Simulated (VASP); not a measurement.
# Li32HF32 (a cell with a defect) in VASP: single point with PBEsol

Aim: the single point of Li32HF32 (a cell with a defect) with PBEsol.

Program: VASP 6.6.1. These are calculated values, not measurements. Logs are shortened: lines on timing, memory, paths and dates and some standing lists are left out, and cuts for length are marked.

## (1) The cell of the first run

The cell holds a defect, 65 atoms: a = 8.015 Å, b = 8.015 Å, c = 8.015 Å, α = 90.00°, β = 90.00°, γ = 90.00°.

## (2) Single point, PBEsol

The input, INCAR:

```
SYSTEM = Li32HF32
PREC     = Accurate       ! precision mode
ENCUT    = 520            ! plane-wave cutoff, eV
EDIFF    = 1E-6           ! SCF threshold, eV
ISMEAR   = -1             ! smearing method
SIGMA    = 0.05           ! smearing width, eV
LREAL    = Auto         
LASPH    = .True.         ! aspherical terms in the spheres
NELM     = 80             ! most SCF steps
ALGO     = Normal         ! electronic algorithm
ISIF     = 2              ! what is computed and relaxed
LWAVE    = .False.        ! write WAVECAR
LCHARG   = .False.        ! write CHGCAR
GGA      = PS             ! functional
NELECT   = 322.0        
NBANDS   = 198            ! bands
LUSENCCL = .False.
```

The input, KPOINTS:

```
regular mesh
0
Gamma
  3 3 3
  0 0 0
```

The input, POSCAR:

```
Li32HF32
1.0
    8.0151850000      0.0000000000      0.0000000000
    0.0000000000      8.0151850000      0.0000000000
    0.0000000000      0.0000000000      8.0151850000
F Li H
32 32 1
Direct
    0.2533580000      0.9934900000      0.9971390000
    0.2465900000      0.0003350000      0.5119830000
    0.2590230000      0.4927750000      0.0030330000
    0.2571130000      0.4981580000      0.4943080000
    0.7543210000      0.0003800000      0.9992790000
    0.7531840000      0.0037350000      0.5056110000
    0.7503950000      0.4989380000      0.9960510000
    0.7490300000      0.5009850000      0.5005400000
    0.9961730000      0.2479670000      0.9954600000
    0.9995960000      0.2511870000      0.5115490000
    0.9989990000      0.7454060000      0.9927530000
    0.9999670000      0.7505300000      0.5005040000
    0.4965880000      0.2524580000      0.0004900000
    0.4953410000      0.2479230000      0.5006110000
    0.4962610000      0.7555560000      0.9982980000
    0.4976300000      0.7476140000      0.5071400000
    0.0014890000      0.9929970000      0.2459350000
    0.9928000000      0.9945180000      0.7506050000
    0.0085950000      0.4956320000      0.2474630000
    0.0070690000      0.5019500000      0.7411770000
    0.4931550000      0.9994780000      0.2427200000
    0.5019470000      0.0112090000      0.7447250000
    0.4992160000      0.5035580000      0.2540710000
    0.4992080000      0.5015270000      0.7513620000
    0.2408440000      0.2568800000      0.2463100000
    0.2533560000      0.2454390000      0.7645590000
    0.2481830000      0.7491070000      0.2522500000
    0.2478420000      0.7511080000      0.7589360000
    0.7509780000      0.2458710000      0.2482480000
    0.7571000000      0.2445510000      0.7537850000
    0.7516370000      0.7423640000      0.2571110000
    0.7527280000      0.7474960000      0.7478670000
    0.0022360000      0.0040480000      0.0029840000
    0.9963990000      0.9948960000      0.4961690000
    0.0031220000      0.5049170000      0.0055900000
    0.0012890000      0.4993120000      0.4947660000
    0.5000710000      0.9990640000      0.0076720000
    0.4914720000      0.9950040000      0.4994450000
    0.5028710000      0.5032480000      0.9918430000
    0.5000260000      0.5036570000      0.5065480000
    0.2445270000      0.2466280000      0.9931800000
    0.2457620000      0.2605690000      0.5036970000
    0.2484080000      0.7552390000      0.0046090000
    0.2514530000      0.7471710000      0.5076240000
    0.7630530000      0.2448750000      0.9976390000
    0.7570240000      0.2443110000      0.5038820000
    0.7464160000      0.7582680000      0.9944310000
    0.7447570000      0.7529780000      0.4968250000
    0.2488890000      0.9939400000      0.2545460000
    0.2572000000      0.9986930000      0.7367380000
    0.2440070000      0.4957460000      0.2458630000
    0.2475260000      0.4987000000      0.7467440000
    0.7470090000      0.9963300000      0.2516560000
    0.7485760000      0.0043240000      0.7484510000
    0.7461230000      0.5038230000      0.2465210000
    0.7526580000      0.5004700000      0.7548020000
    0.0036610000      0.2552190000      0.2535670000
    0.0051310000      0.2429940000      0.7486250000
    0.9970870000      0.7404480000      0.2459320000
    0.9999410000      0.7495750000      0.7466550000
    0.4998320000      0.2483280000      0.2505390000
    0.4986230000      0.2537810000      0.7531300000
    0.5002840000      0.7472260000      0.2564940000
    0.5005540000      0.7422940000      0.7552670000
    0.3717310000      0.3656100000      0.3657490000
```

Potentials or basis: VASP PAW PBE potentials, release 64 (F, Li_sv, H).

Command:

```bash
cat potpaw_PBE.64/F/POTCAR potpaw_PBE.64/Li_sv/POTCAR potpaw_PBE.64/H/POTCAR > POTCAR
mpirun -np 1 vasp_std > vasp.out
```

OUTCAR:

```text
SYSTEM = Li32HF32
   PREC = Accurate
   ENCUT = 520
   EDIFF = 1E-6
   ISMEAR = -1
   LREAL = Auto
   LASPH = .True.
   NELM = 80
   ISIF = 2
   GGA = PS
   NELECT = 322.0

 ion  position               nearest neighbor table
   1  0.253  0.993  0.997-  43 1.91  37 1.98  33 2.02  41 2.03  49 2.06  50 2.09
   2  0.247  0.000  0.512-  50 1.80  38 1.97  34 2.01  44 2.03  49 2.06  42 2.09
   3  0.259  0.493  0.003-  51 1.95  39 1.96  41 1.98  35 2.05  52 2.06  43 2.11
   4  0.257  0.498  0.494-  42 1.91  40 1.95  51 1.99  44 2.00  52 2.02  36 2.05
   5  0.754  0.000  0.999-  47 1.94  45 1.96  33 1.99  54 2.01  53 2.02  37 2.04
   6  0.753  0.004  0.506-  46 1.93  54 1.95  34 1.95  48 2.01  53 2.04  38 2.10
[... 33 lines left out ...]
  40  0.500  0.504  0.507-   4 1.95  16 1.96  24 1.96   8 2.00  23 2.02  14 2.05
  41  0.245  0.247  0.993-  26 1.83   3 1.98   9 1.99  13 2.02   1 2.03  25 2.03
  42  0.246  0.261  0.504-  65 1.72   4 1.91  10 1.98  14 2.00  25 2.06   2 2.09  26 2.10
  43  0.248  0.755  0.005-   1 1.91  28 1.97  27 1.99  15 1.99  11 2.00   3 2.11
  44  0.251  0.747  0.508-  16 1.97   4 2.00  28 2.01  12 2.02   2 2.03  27 2.05
  45  0.763  0.245  0.998-   9 1.87  30 1.96   5 1.96  29 2.01   7 2.04  13 2.14
  46  0.757  0.244  0.504-   6 1.93  10 1.95  30 2.00  29 2.05   8 2.06  14 2.10
  47  0.746  0.758  0.994-   5 1.94  32 1.98  15 2.01  11 2.03   7 2.08  31 2.11
  48  0.745  0.753  0.497-  31 1.92  16 1.98   6 2.01  32 2.01   8 2.02  12 2.05
[... 10 lines left out ...]
  59  0.997  0.740  0.246-  19 1.96  31 1.97  27 2.01  17 2.02  11 2.03  12 2.04
  60  1.000  0.750  0.747-  18 1.96  11 1.97  12 1.97  32 1.98  20 1.99  28 1.99
  61  0.500  0.248  0.251-  65 1.67  21 2.00  13 2.00  14 2.00  29 2.01  23 2.05  25 2.08
  62  0.499  0.254  0.753-  22 1.95  26 1.97  13 1.98  24 1.99  14 2.02  30 2.07
  63  0.500  0.747  0.256-  23 1.95  16 2.01  31 2.02  27 2.02  21 2.03  15 2.07
  64  0.501  0.742  0.755-  24 1.93  15 1.95  16 1.99  32 2.02  28 2.03  22 2.16
  65  0.372  0.366  0.366-  61 1.67  42 1.72

  LATTYP: Found a simple cubic cell.
 ALAT       =     8.0151850000

  Lattice vectors:

 A1 = (   8.0151850000,   0.0000000000,   0.0000000000)
 A2 = (   0.0000000000,   8.0151850000,   0.0000000000)
 A3 = (   0.0000000000,   0.0000000000,   8.0151850000)

Analysis of symmetry for initial positions (statically):
=====================================================================
 Subroutine PRICEL returns:
 Original cell was already a primitive cell.

 Routine SETGRP: Setting up the symmetry group for a
 simple cubic supercell.

 Subroutine GETGRP returns: Found  1 space group operations
 (whereof  1 operations were pure point group operations)
 out of a pool of 48 trial point group operations.

The static configuration has the point symmetry C_1 .

Analysis of symmetry for dynamics (positions and initial velocities):
=====================================================================
 Subroutine PRICEL returns:
 Original cell was already a primitive cell.

 Routine SETGRP: Setting up the symmetry group for a
 simple cubic supercell.

 Subroutine GETGRP returns: Found  1 space group operations
 (whereof  1 operations were pure point group operations)
 out of a pool of 48 trial point group operations.

The dynamic configuration has the point symmetry C_1 .

 Subroutine INISYM returns: Found  1 space group operations
 (whereof  1 operations are pure point group operations),
 and found     1 'primitive' translations

----------------------------------------------------------------------------------------

                                     Primitive cell

  volume of cell :     514.9211

  direct lattice vectors                    reciprocal lattice vectors
     8.015185000  0.000000000  0.000000000     0.124763184  0.000000000  0.000000000
     0.000000000  8.015185000  0.000000000     0.000000000  0.124763184  0.000000000
     0.000000000  0.000000000  8.015185000     0.000000000  0.000000000  0.124763184

  length of vectors
     8.015185000  8.015185000  8.015185000     0.124763184  0.124763184  0.124763184

  position of ions in fractional coordinates (direct lattice)
     0.253358000  0.993490000  0.997139000
     0.246590000  0.000335000  0.511983000
     0.259023000  0.492775000  0.003033000
     0.257113000  0.498158000  0.494308000
[... 166 lines left out ...]
 -0.333333  0.000000  0.333333      2.000000
  0.000000 -0.333333  0.333333      2.000000
  0.333333  0.333333  0.333333      2.000000
 -0.333333  0.333333  0.333333      2.000000
 -0.333333 -0.333333  0.333333      2.000000
  0.333333 -0.333333  0.333333      2.000000
   k-points           NKPTS =     14   k-points in BZ     NKDIM =     14   number of bands    NBANDS=    198
   number of dos      NEDOS =    301   number of ions     NIONS =     65
   total plane-waves  NPLWV = 216000
   dimension x,y,z NGX =    60 NGY =   60 NGZ =   60
   dimension x,y,z NGXF=   120 NGYF=  120 NGZF=  120
   ions per type =              32  32   1
   NGX,Y,Z   is equivalent  to a cutoff of  12.44, 12.44, 12.44 a.u.
   NGXF,Y,Z  is equivalent  to a cutoff of  24.89, 24.89, 24.89 a.u.
 SYSTEM =  Li32HF32
   PREC   = accura    normal or accurate (medium, high low for compatibility)
   ISTART =      0    job   : 0-new  1-cont  2-samecut
   ICHARG =      2    charge: 1-file 2-atom 10-const
   ISPIN  =      1    spin polarized calculation?
   LNONCOLLINEAR =      F non collinear calculations
   LSORBIT =      F    spin-orbit coupling
   LASPH  =      T    aspherical Exc in radial PAW
   ENCUT  =  520.0 eV  38.22 Ry    6.18 a.u.  14.90 14.90 14.90*2*pi/ulx,y,z
   NELM   =     80;   NELMIN=  2; NELMDL= -5     # of ELM steps
   EDIFF  = 0.1E-05   stopping-criterion for ELM
   LREAL  =      T    real-space projection
   EDIFFG = 0.1E-04   stopping-criterion for IOM
   NSW    =      0    number of steps for IOM
   IBRION =     -1    ionic relax: 0-MD 1-quasi-New 2-CG
   NFREE  =      0    steps in history (QN), initial steepest desc. (CG)
   ISIF   =      2    stress and relaxation
   ISYM   =      2    0-nonsym 1-usesym 2-fastsym
   POTIM  = 0.5000    time-step for ionic-motion
   TEBEG  =    0.0;   TEEND  =   0.0 temperature during run
   PSTRESS=    0.0 pullay stress
   NELECT =     322.0000    total number of electrons
   NUPDOWN=      -1.0000    fix difference up-down
   EMIN   =  10.00;   EMAX   =-10.00  energy-range for DOS
   EFERMI =   0.00;   METHOD = LEGACY
   ISMEAR =    -1;   SIGMA  =   0.05  broadening in eV -4-tet -1-fermi 0-gaus
   EFERMI_NEDOS =   21; number of points for ismear=-14 and -15
   IALGO  =     38    algorithm
   IMIX   =      4    mixing-type and parameters
     AMIX     =   0.40;   BMIX     =  1.00
     AMIX_MAG =   1.60;   BMIX_MAG =  1.00
  volume/ion in A,a.u.               =       7.92        53.46
  Fermi-wavevector in a.u.,A,eV,Ry     =   1.399952  2.645526 26.665602  1.959866
  Thomas-Fermi vector in A             =   2.522961
   LORBIT       =      0    0 simple, 1 ext, 2 COOP (PROOUT), +10 PAW based schemes
   GGA     = PS    functional components
   LHFCALC =     F    Hartree Fock is set to
   AEXX    =    0.0000 exact exchange contribution
   IVDW    =     0    specifies the selected vdW correction
   LEPSILON=     F    determine dielectric tensor
   LRPA    =     F    only Hartree local field effects (RPA)
 non-spin polarized calculation
  energy-cutoff  :      520.00
  volume of cell :      514.92
 maximum number of plane-waves:     13949
   NGX = 29   NGY = 29   NGZ = 29

 number of electron     322.0000013 magnetization

 Free energy of the ion-electron system (eV)
  ---------------------------------------------------
  ext. energy  EPLUGINS =         0.00000000
  ---------------------------------------------------
  free energy    TOTEN  =      -306.25264318 eV

  energy without entropy =     -306.25193653  energy(sigma->0) =     -306.25228985

 E-fermi :   7.9860     XC(G=0): -10.3502

 val. band max:        7.6245088116   @ k =   0.3333   0.3333   0.3333
 cond. band min:       8.2252800060   @ k =   0.0000   0.0000   0.0000
 fundamental gap:      0.6007711944
 Fermi energy:         7.9859601174

 k-point     1 :       0.0000    0.0000    0.0000
  band No.  band energies     occupation
      1     -41.6869      2.00000
      2     -41.6678      2.00000
      3     -41.5452      2.00000
      4     -41.5078      2.00000
      5     -41.5027      2.00000
      6     -41.4560      2.00000
[... 2453 lines left out ...]
    172      10.7523      0.00000
    173      11.0261      0.00000
 [bands above 173 left out]

------------------------ aborting loop because EDIFF is reached ----------------------------------------

  FORCE on cell =-STRESS in cart. coord.  units (eV):
  Direction    XX          YY          ZZ          XY          YZ          ZX
  --------------------------------------------------------------------------------------
  -------------------------------------------------------------------------------------
  Total       19.3684951     19.2818057     20.1123069      0.4795991      0.1268596      1.1873134
  in kB       60.2650897     59.9953557     62.5794609      1.4922732      0.3947237      3.6943266
  external PRESSURE =      60.9466355 kB  Pullay stress =       0.0000000 kB

 VOLUME and BASIS-vectors are now :
 -----------------------------------------------------------------------------
  energy-cutoff  :      520.00
  volume of cell :      514.92
      direct lattice vectors                 reciprocal lattice vectors
     8.015185000  0.000000000  0.000000000     0.124763184  0.000000000  0.000000000
     0.000000000  8.015185000  0.000000000     0.000000000  0.124763184  0.000000000
     0.000000000  0.000000000  8.015185000     0.000000000  0.000000000  0.124763184

 POSITION                                       TOTAL-FORCE (eV/Angst)
 -----------------------------------------------------------------------------------
      2.03071      7.96301      7.99225        -0.229909      0.072702      0.014484
      1.97646      0.00269      4.10364        -0.083166     -0.276928     -0.599219
      2.07612      3.94968      0.02431        -0.534150      0.512480     -0.396716
      2.06081      3.99283      3.96197        -2.272071      2.405097      2.539483
      6.04602      0.00305      8.00941        -0.200841     -0.225545      0.159068
      6.03691      0.02994      4.05257        -0.033947     -0.429378     -0.449458
[... 57 lines left out ...]
      4.01203      5.94962      6.05360        -0.088992      0.248108     -0.076849
      2.97949      2.93043      2.93155         0.437817      0.108166      0.134173
 -----------------------------------------------------------------------------------
    total drift:                               -0.003037      0.001840     -0.017585

  FREE ENERGIE OF THE ION-ELECTRON SYSTEM (eV)
  ---------------------------------------------------
  free  energy   TOTEN  =      -306.2526431756 eV

  energy  without entropy=     -306.2519365291  energy(sigma->0) =     -306.25228985
```

Run time: 7.1 min. Hardware: 1 × NVIDIA H100 80GB with 1 thread of AMD EPYC 7R13 (Zen 3), shared host; peak memory 2 GiB.

Results:

```
Free energy   : -306.2526 eV
Largest force : 4.619 eV/Å
```

Forces on the atoms (eV/Å):
```
F   -0.230  0.073  0.014
F   -0.083 -0.277 -0.599
F   -0.534  0.512 -0.397
F   -2.272  2.405  2.539
F   -0.201 -0.226  0.159
F   -0.034 -0.429 -0.449
F    0.232  0.143  0.017
F    0.285  0.013  0.083
F    0.086  0.110 -0.029
F   -0.012 -0.140 -0.403
F   -0.084  0.033  0.399
F   -0.092  0.050 -0.146
F    0.414 -0.241 -0.133
F    2.365 -2.066  2.442
F    0.365 -0.026 -0.095
F    0.114  0.453 -0.065
F   -0.278 -0.064  0.220
F    0.273  0.119 -0.013
F   -0.702  0.327 -0.013
F   -0.263 -0.113  0.404
F    0.384 -0.369  0.450
F    0.048 -0.680  0.317
F    2.289  2.368 -2.022
F    0.160  0.079  0.088
F   -2.745 -2.835 -2.399
F   -0.342  0.128 -0.646
F   -0.086  0.205 -0.044
F    0.182 -0.004 -0.273
F    0.297 -0.038  0.034
F   -0.054  0.333  0.035
F    0.081  0.549 -0.287
F   -0.264  0.076  0.121
Li   0.130 -0.113 -0.127
Li   0.133  0.058  0.122
Li   0.086 -0.248 -0.301
Li   0.087  0.065  0.200
Li  -0.191  0.274 -0.349
Li   0.133  0.557  0.124
Li  -0.202 -0.269  0.584
Li  -0.188 -0.594 -0.605
Li   0.282  0.052  0.617
Li   0.399 -0.112 -0.243
Li   0.097 -0.162 -0.102
Li  -0.127 -0.229 -0.160
Li  -0.450  0.150  0.083
Li  -0.494  0.252 -0.030
Li   0.083 -0.219  0.036
Li   0.169 -0.205  0.256
Li  -0.061  0.397 -0.142
Li  -0.057  0.055  0.702
Li   0.743 -0.169  0.189
Li   0.063  0.003  0.065
Li   0.094  0.219 -0.016
Li  -0.050 -0.023 -0.005
Li  -0.345 -0.336  0.136
Li   0.106 -0.139 -0.257
Li   0.069 -0.203 -0.102
Li  -0.086  0.114  0.118
Li   0.185  0.218  0.154
Li   0.050 -0.020  0.016
Li  -0.132  0.298  0.011
Li   0.048 -0.144 -0.176
Li  -0.222 -0.350 -0.167
Li  -0.089  0.248 -0.077
H    0.438  0.108  0.134
```

Caveat: the cell carries a net charge on a neutralising background, which shifts energy and pressure; the cell is charged against a uniform background, so pressure and absolute levels hang on convention; the cutoff is under 1.25 times the usual one of these potentials, so pressure, stress and relaxed cells hold a basis-set (Pulay) error; the PAW data sets were made with another functional, which shifts forces and pressure a little.
